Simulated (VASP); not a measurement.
# SiGe (P6_3mc) in VASP: notebook

SiGe is run at these levels: PBEsol; tasks: single point.

All numbers are computed with VASP 6.6.1; they aren't measurements. Logs are shortened: lines on timing, memory, paths and dates and some standing lists are left out, and cuts for length are marked.

**1. The cell of the first run**

Symmetry: P6_3mc, No. 186, hexagonal system. The conventional cell has a = 3.918 Å, b = 3.918 Å, c = 6.250 Å, α = 90.00°, β = 90.00°, γ = 120.00°. Within 3.1 Å of Si (site symmetry 3m) lie 4 Ge at 2.37 to 2.39 Å. Within 3.1 Å of Ge (site symmetry 3m) lie 4 Si at 2.37 to 2.39 Å.

**2. Single point, PBEsol (uniaxial strain along c: -3.0 %, then relaxed in part)**

Input file INCAR:

```
PREC = Accurate
ENCUT = 520
EDIFF = 1E-6
ISMEAR = 0
SIGMA = 0.02
LREAL = F
LASPH = T
NELM = 60
ALGO = Normal
ISIF = 2
LWAVE = F
LCHARG = F
GGA = PS
NBANDS = 26
```

Input file KPOINTS:

```
regular mesh
0
Gamma
  12 12 6
```

Input file POSCAR:

```
SiGe
1.0
    3.9178259672      0.0000000000      0.0000000000
   -1.9589129836      3.3929368152      0.0000000000
    0.0000000000      0.0000000000      6.2500909890
Si Ge
2 2
Direct
    0.6666666664      0.3333333336      0.8769859548
    0.3333333336      0.6666666664      0.3769859548
    0.6666666668      0.3333333332      0.4980130452
    0.3333333332      0.6666666668     -0.0019869548
```

Potentials or basis: VASP PAW PBE potentials, release 64 (Si, Ge_d).

Started as:

```console
$ cat potpaw_PBE.64/Si/POTCAR potpaw_PBE.64/Ge_d/POTCAR > POTCAR
$ mpirun -np 1 vasp_std > vasp.out
```

OUTCAR:

```text
PREC = Accurate
   ENCUT = 520
   EDIFF = 1E-6
   ISMEAR = 0
   LREAL = F
   LASPH = T
   NELM = 60
   ISIF = 2
   GGA = PS

 ion  position               nearest neighbor table
   1  0.667  0.333  0.877-   3 2.37   4 2.39   4 2.39   4 2.39
   2  0.333  0.667  0.377-   4 2.37   3 2.39   3 2.39   3 2.39
   3  0.667  0.333  0.498-   1 2.37   2 2.39   2 2.39   2 2.39
   4  0.333  0.667  0.998-   2 2.37   1 2.39   1 2.39   1 2.39

  LATTYP: Found a hexagonal cell.
 ALAT       =     3.9178259672
 C/A-ratio  =     1.5952957179

  Lattice vectors:

 A1 = (   3.9178259672,   0.0000000000,   0.0000000000)
 A2 = (  -1.9589129836,   3.3929368152,   0.0000000000)
 A3 = (   0.0000000000,   0.0000000000,   6.2500909890)

Analysis of symmetry for initial positions (statically):
=====================================================================
 Subroutine PRICEL returns:
 Original cell was already a primitive cell.

 Routine SETGRP: Setting up the symmetry group for a
 hexagonal supercell.

 Subroutine GETGRP returns: Found 12 space group operations
 (whereof  6 operations were pure point group operations)
 out of a pool of 24 trial point group operations.

The static configuration has the point symmetry C_3v.
 The point group associated with its full space group is C_6v.

Analysis of symmetry for dynamics (positions and initial velocities):
=====================================================================
 Subroutine PRICEL returns:
 Original cell was already a primitive cell.

 Routine SETGRP: Setting up the symmetry group for a
 hexagonal supercell.

 Subroutine GETGRP returns: Found 12 space group operations
 (whereof  6 operations were pure point group operations)
 out of a pool of 24 trial point group operations.

The dynamic configuration has the point symmetry C_3v.
 The point group associated with its full space group is C_6v.

 Subroutine INISYM returns: Found 12 space group operations
 (whereof  6 operations are pure point group operations),
 and found     1 'primitive' translations

----------------------------------------------------------------------------------------

                                     Primitive cell

  volume of cell :      83.0821

  direct lattice vectors                    reciprocal lattice vectors
     3.917825967  0.000000000  0.000000000     0.255243599  0.147364961  0.000000000
    -1.958912984  3.392936815  0.000000000     0.000000000  0.294729921  0.000000000
     0.000000000  0.000000000  6.250090989     0.000000000  0.000000000  0.159997671

[... 88 lines left out ...]
   LREAL  =      F    real-space projection
   EDIFFG = 0.1E-04   stopping-criterion for IOM
   NSW    =      0    number of steps for IOM
   IBRION =     -1    ionic relax: 0-MD 1-quasi-New 2-CG
   NFREE  =      0    steps in history (QN), initial steepest desc. (CG)
   ISIF   =      2    stress and relaxation
   ISYM   =      2    0-nonsym 1-usesym 2-fastsym
   POTIM  = 0.5000    time-step for ionic-motion
   TEBEG  =    0.0;   TEEND  =   0.0 temperature during run
   PSTRESS=    0.0 pullay stress
   NELECT =      36.0000    total number of electrons
   NUPDOWN=      -1.0000    fix difference up-down
   EMIN   =  10.00;   EMAX   =-10.00  energy-range for DOS
   EFERMI =   0.00;   METHOD = LEGACY
   ISMEAR =     0;   SIGMA  =   0.02  broadening in eV -4-tet -1-fermi 0-gaus
   EFERMI_NEDOS =   21; number of points for ismear=-14 and -15
   IALGO  =     38    algorithm
   IMIX   =      4    mixing-type and parameters
     AMIX     =   0.40;   BMIX     =  1.00
     AMIX_MAG =   1.60;   BMIX_MAG =  1.00
  volume/ion in A,a.u.               =      20.77       140.17
  Fermi-wavevector in a.u.,A,eV,Ry     =   1.238815  2.341022 20.880364  1.534663
  Thomas-Fermi vector in A             =   2.373325
   LORBIT       =      0    0 simple, 1 ext, 2 COOP (PROOUT), +10 PAW based schemes
   GGA     = PS    functional components
   LHFCALC =     F    Hartree Fock is set to
   AEXX    =    0.0000 exact exchange contribution
   IVDW    =     0    specifies the selected vdW correction
   LEPSILON=     F    determine dielectric tensor
   LRPA    =     F    only Hartree local field effects (RPA)
 non-spin polarized calculation
 Gauss-broadening in eV      SIGMA  =   0.02
  energy-cutoff  :      520.00
  volume of cell :       83.08
 maximum number of plane-waves:      2261
 NGX is ok and might be reduce to    30
   NGX = 15   NGY = 15   NGZ = 23

 number of electron      36.0000007 magnetization

 Free energy of the ion-electron system (eV)
  ---------------------------------------------------
  ext. energy  EPLUGINS =         0.00000000
  ---------------------------------------------------
  free energy    TOTEN  =       -21.21554221 eV

  energy without entropy =      -21.21554218  energy(sigma->0) =      -21.21554220

 E-fermi :   5.7653     XC(G=0):  -9.9710

 val. band max:        5.7110594305   @ k =   0.0000   0.0000   0.0000
 cond. band min:       5.8170970823   @ k =   0.0000   0.0000   0.0000
 fundamental gap:      0.1060376518
 Fermi energy:         5.7653068572

 k-point     1 :       0.0000    0.0000    0.0000
  band No.  band energies     occupation
      1     -18.7615      2.00000
      2     -18.7603      2.00000
      3     -18.7580      2.00000
      4     -18.7580      2.00000
      5     -18.7551      2.00000
      6     -18.7551      2.00000
[... 685 lines left out ...]
     25      12.6850      0.00000
     26      13.1129      0.00000

 [... further k-points ...]

------------------------ aborting loop because EDIFF is reached ----------------------------------------

  FORCE on cell =-STRESS in cart. coord.  units (eV):
  Direction    XX          YY          ZZ          XY          YZ          ZX
  --------------------------------------------------------------------------------------
  -------------------------------------------------------------------------------------
  Total       -0.0131492     -0.0131492      3.0044165      0.0000000     -0.0000000      0.0000000
  in kB       -0.2535727     -0.2535727     57.9379957      0.0000000     -0.0000000      0.0000000
  external PRESSURE =      19.1436168 kB  Pullay stress =       0.0000000 kB

 VOLUME and BASIS-vectors are now :
 -----------------------------------------------------------------------------
  energy-cutoff  :      520.00
  volume of cell :       83.08
      direct lattice vectors                 reciprocal lattice vectors
     3.917825967  0.000000000  0.000000000     0.255243599  0.147364961  0.000000000
    -1.958912984  3.392936815  0.000000000     0.000000000  0.294729921  0.000000000
     0.000000000  0.000000000  6.250090989     0.000000000  0.000000000  0.159997671

 POSITION                                       TOTAL-FORCE (eV/Angst)
 -----------------------------------------------------------------------------------
      1.95891      1.13098      5.48124         0.000000     -0.000000     -0.000841
      0.00000      2.26196      2.35620         0.000000     -0.000000     -0.000841
      1.95891      1.13098      3.11263         0.000000      0.000000      0.000841
     -0.00000      2.26196      6.23767        -0.000000     -0.000000      0.000841
 -----------------------------------------------------------------------------------
    total drift:                               -0.000000      0.000002      0.004482

  FREE ENERGIE OF THE ION-ELECTRON SYSTEM (eV)
  ---------------------------------------------------
  free  energy   TOTEN  =       -21.2155422121 eV

  energy  without entropy=      -21.2155421795  energy(sigma->0) =      -21.21554220
```

OSZICAR:

```text
N       E                     dE             d eps       ncg     rms          rms(c)
DAV:   1     0.261983499525E+03    0.26198E+03   -0.17649E+04  4570   0.300E+03
DAV:   2     0.213674533081E+02   -0.24062E+03   -0.23140E+03  3984   0.624E+02
DAV:   3    -0.199750062869E+02   -0.41342E+02   -0.40832E+02  4794   0.154E+02
DAV:   4    -0.215808717388E+02   -0.16059E+01   -0.16033E+01  4692   0.333E+01
DAV:   5    -0.216145876773E+02   -0.33716E-01   -0.33704E-01  4922   0.552E+00    0.600E+00
DAV:   6    -0.213421873698E+02    0.27240E+00   -0.11109E-01  4554   0.242E+00    0.350E+00
DAV:   7    -0.212128906430E+02    0.12930E+00   -0.19495E-01  4280   0.278E+00    0.227E-01
DAV:   8    -0.212152047965E+02   -0.23142E-02   -0.17324E-02  4826   0.134E+00    0.110E-01
DAV:   9    -0.212154253425E+02   -0.22055E-03   -0.46360E-04  5196   0.188E-01    0.791E-02
DAV:  10    -0.212155189546E+02   -0.93612E-04   -0.84599E-05  4724   0.759E-02    0.243E-02
DAV:  11    -0.212155406259E+02   -0.21671E-04   -0.20365E-05  3826   0.221E-02    0.404E-03
DAV:  12    -0.212155420683E+02   -0.14424E-05   -0.16817E-06  4276   0.104E-02    0.194E-03
DAV:  13    -0.212155422121E+02   -0.14380E-06   -0.29150E-07  2788   0.500E-03
   1 F= -.21215542E+02 E0= -.21215542E+02  d E =-.326489E-07
```

Wall time 63 s (1 thread of Intel Xeon 6975P-C (Granite Rapids), shared host); peak memory 0.27 GiB.

What came out:

```yaml
Free_energy: -21.2155 eV
Pressure: 1.9 GPa
Band_gap_on_the_k_mesh: 0.11 eV
```

Stress tensor (GPa, compression positive):
```
-0.03  0.00  0.00
 0.00 -0.03  0.00
 0.00  0.00  5.79
```

Caveat: the cell differs from its parent crystal (uniaxial strain along c: -3.0 %, then relaxed in part); the PAW data sets were made with another functional, which shifts forces and pressure a little.

**3. Single point, PBEsol (uniaxial strain along c: -2.0 %, then relaxed in part)**

Input file INCAR:

```
ALGO = Normal
EDIFF = 1E-7
ENCUT = 520
GGA = PS
ISIF = 2
ISMEAR = 0
LASPH = T
LCHARG = F
LREAL = F
LWAVE = F
NBANDS = 26
NELM = 60
PREC = Accurate
SIGMA = 0.02
```

Input file KPOINTS:

```
k-points
0
Gamma
  12 12 6
```

Input file POSCAR:

```
SiGe
1.0
    3.9116904869      0.0000000000      0.0000000000
   -1.9558452435      3.3876233334      0.0000000000
    0.0000000000      0.0000000000      6.3145249167
Si Ge
2 2
Direct
    0.6666666679      0.3333333321      0.8760945178
    0.3333333321      0.6666666679      0.3760945178
    0.6666666653      0.3333333347      0.4989044822
    0.3333333347      0.6666666653     -0.0010955178
```

Potentials or basis: VASP PAW PBE potentials, release 64 (Si, Ge_d).

Started as:

```console
$ cat potpaw_PBE.64/Si/POTCAR potpaw_PBE.64/Ge_d/POTCAR > POTCAR
$ mpirun -np 1 vasp_std > vasp.out
```

Run time: 77 s. Hardware: 1 thread of Intel Xeon 6975P-C (Granite Rapids), shared host; peak memory 0.28 GiB.

It converged, with:

```
Free energy            : -21.2412 eV
Pressure               : 1.2 GPa
Band gap on the k mesh : 0.21 eV
```

Stress tensor (GPa, compression positive):
```
-0.03  0.00  0.00
 0.00 -0.03  0.00
 0.00  0.00  3.78
```

Levels at points of the mesh, in eV from the valence-band top:
```tsv
k point	band 15	band 16	band 17	band 18	band 19	band 20	band 21	band 22
(0.00, 0.00, 0.00)	-1.70	-0.14	0.00	0.00	0.21	1.83	1.96	1.96
(0.50, 0.00, 0.00)	-4.80	-3.28	-3.03	-1.51	0.24	2.07	3.33	3.36
(0.00, 0.00, 0.50)	-1.05	-1.05	-1.05	-1.05	1.08	1.08	3.05	3.05
(0.50, 0.00, 0.50)	-2.58	-2.58	-2.48	-2.48	0.70	0.70	1.84	1.84
```

Caveat: the cell differs from its parent crystal (uniaxial strain along c: -2.0 %, then relaxed in part); the PAW data sets were made with another functional, which shifts forces and pressure a little. A k mesh can miss the band edges.
